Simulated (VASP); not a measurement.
Set up this calculation in VASP 6.6.1, as the native input.

```yaml
Task: single point
Functional: PBEsol
Potentials_or_basis: VASP PAW PBE potentials, release 64 (Gd, Cu)
Cutoff: 600 eV
k_mesh: 8 × 8 × 8
Occupations: gaussian, width 0.05 eV
Spin: collinear spin, ferromagnetic start
Starting_moments: "[7.0, 1.0, 1.0, 3.0] μB"
Hubbard_terms: Cu d U = 4.0 eV
Dipole_correction: no
Further_INCAR_settings: ALGO = Normal; EDIFF = 1e-06; NBANDS = 38
```

The structure of GdCu3 lies in POSCAR:

```
GdCu3
1.0
    4.0361002085      0.0000000000      0.0000000000
    0.0000000000      4.0361002085      0.0000000000
    0.0000000000      0.0000000000      4.0361002085
Gd Cu
1 3
Direct
    0.0000000000      0.0000000000      0.0000000000
    0.0000000000      0.5000000000      0.5000000000
    0.5000000000      0.5000000000      0.0000000000
    0.5000000000      0.0000000000      0.5000000000
```

One way to write it, as run:

INCAR

```
SYSTEM = GdCu3
PREC = Accurate ; ENCUT = 600
EDIFF = 1E-6 ; ISMEAR = 0
SIGMA = 0.05 ; LREAL = .False.
LASPH = .True. ; NELM = 200
ALGO = Normal ; ISIF = 2
LWAVE = .False. ; LCHARG = .True.
ISPIN = 2 ; MAGMOM = 7 1 1 3
LORBIT = 11 ; LMAXMIX = 6
LDAU = .True. ; LDAUTYPE = 2
LDAUL = -1 2 ; LDAUU = 0 4
LDAUJ = 0 0 ; LDAUPRINT = 1
GGA = PS ; LELF = .True.
LVHAR = .True. ; NBANDS = 38
GGA_COMPAT = .False.
```

KPOINTS

```
regular mesh
0
Gamma
  8 8 8
  0 0 0
```

Potentials or basis: VASP PAW PBE potentials, release 64 (Gd, Cu).

Launch:

```bash
$ cat potpaw_PBE.64/Gd/POTCAR potpaw_PBE.64/Cu/POTCAR > POTCAR
$ mpirun -np 1 vasp_std > vasp.out
```

Results of the run:

```
Pressure                                              : 0.8 GPa
Net moment                                            : 7.46 μB per cell
Site moments                                          : Gd +6.89; Cu +0.05 μB
Valence electrons inside the program's atomic spheres : Gd 15.23; Cu 10.03
```

Caveat: the PAW data sets were made with another functional, which shifts forces and pressure a little.

It took 17 min on 1 thread of Intel Xeon 8259CL, on a shared host, peak memory 0.48 GiB.
